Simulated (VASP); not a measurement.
# Al16C (a cell with a defect) in VASP: a series of runs

Al16C (a cell with a defect) is run at these levels: PBE; tasks: single point.

Everything below comes from runs of VASP 6.6.1. Logs are shortened: lines on timing, memory, paths and dates and some standing lists are left out, and cuts for length are marked.

### Step 1. The cell of the first run

The cell holds a defect, 17 atoms: a = 6.996 Å, b = 6.996 Å, c = 6.996 Å, α = 109.47°, β = 109.47°, γ = 109.47°.

### Step 2. Single point, PBE

INCAR reads:

```
PREC = Accurate
ENCUT = 520
EDIFF = 1E-7
ISMEAR = 1
SIGMA = 0.1
LREAL = Auto
LASPH = True
NELM = 80
ALGO = Normal
ISIF = 2
LWAVE = False
LCHARG = True
GGA = PE
LELF = True
LVHAR = True
NBANDS = 40
```

KPOINTS reads:

```
Automatic mesh
0
Gamma
  3 3 3
```

POSCAR reads:

```
Al16C
1.0
   -4.0389296000      4.0389296000      4.0389296000
    4.0389296000     -4.0389296000      4.0389296000
    4.0389296000      4.0389296000     -4.0389296000
Al C
16 1
Direct
    0.0001540375     -0.0000303266     -0.0000273077
    0.0002181733      0.2499893747      0.7500124012
    0.0002350555      0.5000560934      0.5000604648
    0.0002199054      0.7499814913      0.2500142960
    0.2502116065     -0.0000014080      0.7500314263
    0.2437609010      0.2435196695      0.5000156678
    0.2437840380      0.4999681244      0.2435974910
    0.2501853624      0.7499793758      0.0000264133
    0.5002310886     -0.0000439413      0.5000478313
    0.5002139058      0.2435070113      0.2435465327
    0.5002346146      0.5000512112      0.0000536113
    0.5002079067      0.7563405947      0.7563795750
    0.7502165055     -0.0000026195      0.2500242875
    0.7502035128      0.2499848491      0.0000340071
    0.7566180413      0.4999530664      0.7564372546
    0.7565885194      0.7563613746      0.5000042630
    0.5001623827      0.4998333294      0.4999414735
```

Potentials or basis: VASP PAW PBE potentials, release 64 (Al, C).

Run with:

```sh
> cat potpaw_PBE.64/Al/POTCAR potpaw_PBE.64/C/POTCAR > POTCAR
> mpirun -np 1 vasp_std > vasp.out
```

OUTCAR:

```text
PREC = Accurate
   ENCUT = 520
   EDIFF = 1E-7
   ISMEAR = 1
   LREAL = Auto
   LASPH = True
   NELM = 80
   ISIF = 2
   GGA = PE

 ion  position               nearest neighbor table
   1  0.000  1.000  1.000-  14 2.86   2 2.86  13 2.86   5 2.86   8 2.86  12 2.86   4 2.86  16 2.86
                             7 2.86  15 2.86   6 2.86  10 2.86
   2  0.000  0.250  0.750-   6 2.82  15 2.82   7 2.82  16 2.82   1 2.86   5 2.86   9 2.86  13 2.86
                             8 2.86  11 2.86   3 2.86  14 2.86
   3  0.000  0.500  0.500-   5 2.86   8 2.86   4 2.86   2 2.86  14 2.86  16 2.86  12 2.86  13 2.86
                            15 2.86   7 2.86  10 2.86   6 2.86
   4  0.000  0.750  0.250-   6 2.82  15 2.82   7 2.82  16 2.82   8 2.86   3 2.86  11 2.86  14 2.86
                             9 2.86   5 2.86  13 2.86   1 2.86
   5  0.250  1.000  0.750-  10 2.82   6 2.82  16 2.82  12 2.82   3 2.86   2 2.86  14 2.86   1 2.86
                             9 2.86   8 2.86   4 2.86  11 2.86
   6  0.244  0.244  0.500-  17 2.07   5 2.82   4 2.82   2 2.82  13 2.82   9 2.86  11 2.86   1 2.86
                             3 2.86  12 2.93  15 2.93   7 2.93  10 2.93
   7  0.244  0.500  0.244-  17 2.07   4 2.82  14 2.82   8 2.82   2 2.82   9 2.86  11 2.86   1 2.86
                             3 2.86  12 2.93  16 2.93   6 2.93  10 2.93
   8  0.250  0.750  0.000-  10 2.82  15 2.82   7 2.82  12 2.82   4 2.86   3 2.86  11 2.86   2 2.86
                             5 2.86   9 2.86   1 2.86  13 2.86
   9  0.500  1.000  0.500-  14 2.86   2 2.86   5 2.86  13 2.86   4 2.86   8 2.86  12 2.86  16 2.86
                             7 2.86  15 2.86   6 2.86  10 2.86
  10  0.500  0.244  0.244-  17 2.07  14 2.82  13 2.82   5 2.82   8 2.82   3 2.86  11 2.86   9 2.86
                             1 2.86  16 2.93  15 2.93   7 2.93   6 2.93
  11  0.500  0.500  0.000-  13 2.86   8 2.86   4 2.86   2 2.86  16 2.86  14 2.86  12 2.86   5 2.86
                             7 2.86  15 2.86  10 2.86   6 2.86
  12  0.500  0.756  0.756-  17 2.07  14 2.82  13 2.82   5 2.82   8 2.82   1 2.86   9 2.86  11 2.86
                             3 2.86  16 2.93   7 2.93  15 2.93   6 2.93
  13  0.750  1.000  0.250-  10 2.82   6 2.82  16 2.82  12 2.82  11 2.86  14 2.86   2 2.86   1 2.86
                             9 2.86   4 2.86   8 2.86   3 2.86
  14  0.750  0.250  0.000-  10 2.82  15 2.82   7 2.82  12 2.82   1 2.86  13 2.86   9 2.86   5 2.86
                             4 2.86   3 2.86  11 2.86   2 2.86
  15  0.757  0.500  0.756-  17 2.07   2 2.82  14 2.82   8 2.82   4 2.82   3 2.86   9 2.86  11 2.86
                             1 2.86  12 2.93  16 2.93   6 2.93  10 2.93
  16  0.757  0.756  0.500-  17 2.07  13 2.82   4 2.82   5 2.82   2 2.82  11 2.86   3 2.86   9 2.86
                             1 2.86  12 2.93   7 2.93  15 2.93  10 2.93
  17  0.500  0.500  0.500-  10 2.07   6 2.07  15 2.07   7 2.07  16 2.07  12 2.07

  LATTYP: Found a body centered cubic cell.
 ALAT       =     8.0778592000

  Lattice vectors:

 A1 = (  -4.0389296000,   4.0389296000,   4.0389296000)
 A2 = (   4.0389296000,  -4.0389296000,   4.0389296000)
 A3 = (   4.0389296000,   4.0389296000,  -4.0389296000)

Analysis of symmetry for initial positions (statically):
=====================================================================
 Subroutine PRICEL returns:
 Original cell was already a primitive cell.

 Routine SETGRP: Setting up the symmetry group for a
 body centered cubic supercell.

 Subroutine GETGRP returns: Found  1 space group operations
 (whereof  1 operations were pure point group operations)
 out of a pool of 48 trial point group operations.

The static configuration has the point symmetry C_1 .

Analysis of symmetry for dynamics (positions and initial velocities):
=====================================================================
 Subroutine PRICEL returns:
 Original cell was already a primitive cell.

 Routine SETGRP: Setting up the symmetry group for a
 body centered cubic supercell.

 Subroutine GETGRP returns: Found  1 space group operations
 (whereof  1 operations were pure point group operations)
 out of a pool of 48 trial point group operations.

The dynamic configuration has the point symmetry C_1 .

 Subroutine INISYM returns: Found  1 space group operations
 (whereof  1 operations are pure point group operations),
 and found     1 'primitive' translations

----------------------------------------------------------------------------------------

                                     Primitive cell

  volume of cell :     263.5475

  direct lattice vectors                    reciprocal lattice vectors
    -4.038929600  4.038929600  4.038929600     0.000000000  0.123795176  0.123795176
     4.038929600 -4.038929600  4.038929600     0.123795176  0.000000000  0.123795176
     4.038929600  4.038929600 -4.038929600     0.123795176  0.123795176  0.000000000

  length of vectors
[... 64 lines left out ...]

 Found     14 irreducible k-points:

 Following reciprocal coordinates:
            Coordinates               Weight
  0.000000  0.000000  0.000000      1.000000
  0.333333  0.000000  0.000000      2.000000
  0.000000  0.333333  0.000000      2.000000
  0.000000  0.000000  0.333333      2.000000
  0.333333  0.000000 -0.333333      2.000000
  0.333333 -0.333333  0.000000      2.000000
  0.000000  0.333333 -0.333333      2.000000
  0.333333  0.333333  0.000000      2.000000
  0.000000  0.333333  0.333333      2.000000
  0.333333  0.000000  0.333333      2.000000
 -0.333333 -0.333333 -0.333333      2.000000
 -0.333333  0.333333  0.333333      2.000000
  0.333333 -0.333333  0.333333      2.000000
  0.333333  0.333333 -0.333333      2.000000
   k-points           NKPTS =     14   k-points in BZ     NKDIM =     14   number of bands    NBANDS=     40
   number of dos      NEDOS =    301   number of ions     NIONS =     17
   total plane-waves  NPLWV = 157464
   dimension x,y,z NGX =    54 NGY =   54 NGZ =   54
   dimension x,y,z NGXF=   108 NGYF=  108 NGZF=  108
   ions per type =              16   1
   NGX,Y,Z   is equivalent  to a cutoff of  12.83, 12.83, 12.83 a.u.
   NGXF,Y,Z  is equivalent  to a cutoff of  25.67, 25.67, 25.67 a.u.
 SYSTEM =  unknown system
   PREC   = accura    normal or accurate (medium, high low for compatibility)
   ISTART =      0    job   : 0-new  1-cont  2-samecut
   ICHARG =      2    charge: 1-file 2-atom 10-const
   ISPIN  =      1    spin polarized calculation?
   LNONCOLLINEAR =      F non collinear calculations
   LSORBIT =      F    spin-orbit coupling
   LASPH  =      T    aspherical Exc in radial PAW
   ENCUT  =  520.0 eV  38.22 Ry    6.18 a.u.  13.01 13.01 13.01*2*pi/ulx,y,z
   NELM   =     80;   NELMIN=  2; NELMDL= -5     # of ELM steps
   EDIFF  = 0.1E-06   stopping-criterion for ELM
   LREAL  =      T    real-space projection
   EDIFFG = 0.1E-05   stopping-criterion for IOM
   NSW    =      0    number of steps for IOM
   IBRION =     -1    ionic relax: 0-MD 1-quasi-New 2-CG
   NFREE  =      0    steps in history (QN), initial steepest desc. (CG)
   ISIF   =      2    stress and relaxation
   ISYM   =      2    0-nonsym 1-usesym 2-fastsym
   POTIM  = 0.5000    time-step for ionic-motion
   TEBEG  =    0.0;   TEEND  =   0.0 temperature during run
   PSTRESS=    0.0 pullay stress
   NELECT =      52.0000    total number of electrons
   NUPDOWN=      -1.0000    fix difference up-down
   EMIN   =  10.00;   EMAX   =-10.00  energy-range for DOS
   EFERMI =   0.00;   METHOD = LEGACY
   ISMEAR =     1;   SIGMA  =   0.10  broadening in eV -4-tet -1-fermi 0-gaus
   EFERMI_NEDOS =   21; number of points for ismear=-14 and -15
   IALGO  =     38    algorithm
   IMIX   =      4    mixing-type and parameters
     AMIX     =   0.40;   BMIX     =  1.00
     AMIX_MAG =   1.60;   BMIX_MAG =  1.00
  volume/ion in A,a.u.               =      15.50       104.62
  Fermi-wavevector in a.u.,A,eV,Ry     =   0.953066  1.801034 12.358646  0.908335
  Thomas-Fermi vector in A             =   2.081687
   LORBIT       =      0    0 simple, 1 ext, 2 COOP (PROOUT), +10 PAW based schemes
   GGA     = PE    functional components
   LHFCALC =     F    Hartree Fock is set to
   AEXX    =    0.0000 exact exchange contribution
   IVDW    =     0    specifies the selected vdW correction
   LEPSILON=     F    determine dielectric tensor
   LRPA    =     F    only Hartree local field effects (RPA)
 non-spin polarized calculation
 Methfessel and Paxton  Order N= 1 SIGMA  =   0.10
  energy-cutoff  :      520.00
  volume of cell :      263.55
 maximum number of plane-waves:      7135
 NGX is ok and might be reduce to    54
   NGX = 25   NGY = 25   NGZ = 25

 number of electron      52.0000001 magnetization

 Free energy of the ion-electron system (eV)
  ---------------------------------------------------
  ext. energy  EPLUGINS =         0.00000000
  ---------------------------------------------------
  free energy    TOTEN  =       -68.07209364 eV

  energy without entropy =      -68.06495887  energy(sigma->0) =      -68.06971538

 E-fermi :   8.4761     XC(G=0): -10.3408

 val. band max:        8.4375059273   @ k =   0.0000   0.3333  -0.3333
 cond. band min:       8.5486027533   @ k =   0.3333   0.3333  -0.3333
 fundamental gap:      0.1110968260
 Fermi energy:         8.4761049902

 k-point     1 :       0.0000    0.0000    0.0000
  band No.  band energies     occupation
      1      -4.8512      2.00000
      2      -2.0106      2.00000
      3       0.6979      2.00000
      4       0.6980      2.00000
      5       0.6981      2.00000
      6       1.4223      2.00000
[... 563 lines left out ...]
     37      10.8590      0.00000
     38      11.2883      0.00000
 [bands above 38 left out]

------------------------ aborting loop because EDIFF is reached ----------------------------------------

  FORCE on cell =-STRESS in cart. coord.  units (eV):
  Direction    XX          YY          ZZ          XY          YZ          ZX
  --------------------------------------------------------------------------------------
  -------------------------------------------------------------------------------------
  Total        2.8550910      2.8549630      2.8540875     -0.0015841      0.0001716     -0.0012559
  in kB       17.3568812     17.3561030     17.3507808     -0.0096300      0.0010433     -0.0076347
  external PRESSURE =      17.3545884 kB  Pullay stress =       0.0000000 kB

 VOLUME and BASIS-vectors are now :
 -----------------------------------------------------------------------------
  energy-cutoff  :      520.00
  volume of cell :      263.55
      direct lattice vectors                 reciprocal lattice vectors
    -4.038929600  4.038929600  4.038929600     0.000000000  0.123795176  0.123795176
     4.038929600 -4.038929600  4.038929600     0.123795176  0.000000000  0.123795176
     4.038929600  4.038929600 -4.038929600     0.123795176  0.123795176  0.000000000

 POSITION                                       TOTAL-FORCE (eV/Angst)
 -----------------------------------------------------------------------------------
      8.07700      0.00063      0.00061         0.001182     -0.000600     -0.000969
      4.03806      2.02044     -2.01868         0.000227      0.000961      0.001127
      4.03845      0.00097      0.00093        -0.000200     -0.000834     -0.001246
      4.03802     -2.01844      2.02022         0.000592      0.000688      0.001278
      6.05766      0.00099      2.02019        -0.000916      0.000026      0.001132
      2.01855      2.02050     -0.05144         0.000731     -0.000640     -0.000263
[... 9 lines left out ...]
      2.01856      2.02040      4.09122         0.000199      0.000052      0.001205
      2.01790      2.02056      2.01968        -0.001681      0.001396      0.000768
 -----------------------------------------------------------------------------------
    total drift:                               -0.008565      0.007029      0.003791

  FREE ENERGIE OF THE ION-ELECTRON SYSTEM (eV)
  ---------------------------------------------------
  free  energy   TOTEN  =       -68.0720936365 eV

  energy  without entropy=      -68.0649588656  energy(sigma->0) =      -68.06971538
```

It took 4 min on 1 thread of Intel Xeon 6975P-C (Granite Rapids), shared host; peak memory 0.4 GiB.

Results:

| Item | Value |
| --- | --- |
| Free energy | -68.0721 eV |
| Pressure | 1.7 GPa |
| Band gap on the k mesh | zero (bands 26 and 27 overlap by 1.66 eV) |

Forces in eV/Å, atoms in the order of the input:
```
Al   0.001 -0.001 -0.001
Al   0.000  0.001  0.001
Al   0.000 -0.001 -0.001
Al   0.001  0.001  0.001
Al  -0.001  0.000  0.001
Al   0.001 -0.001  0.000
Al   0.001  0.000 -0.001
Al  -0.001  0.001  0.000
Al   0.001 -0.002 -0.001
Al  -0.001 -0.001 -0.001
Al   0.000 -0.002 -0.002
Al   0.002 -0.001 -0.001
Al  -0.001  0.000  0.001
Al  -0.001  0.001  0.000
Al   0.001  0.002  0.000
Al   0.000  0.000  0.001
C   -0.002  0.001  0.001
```

Caveat: the k points lie up to 0.37 Å⁻¹ apart, too coarse for converged energies and pressures of a metal.

(Continued in part 2 of 2.)
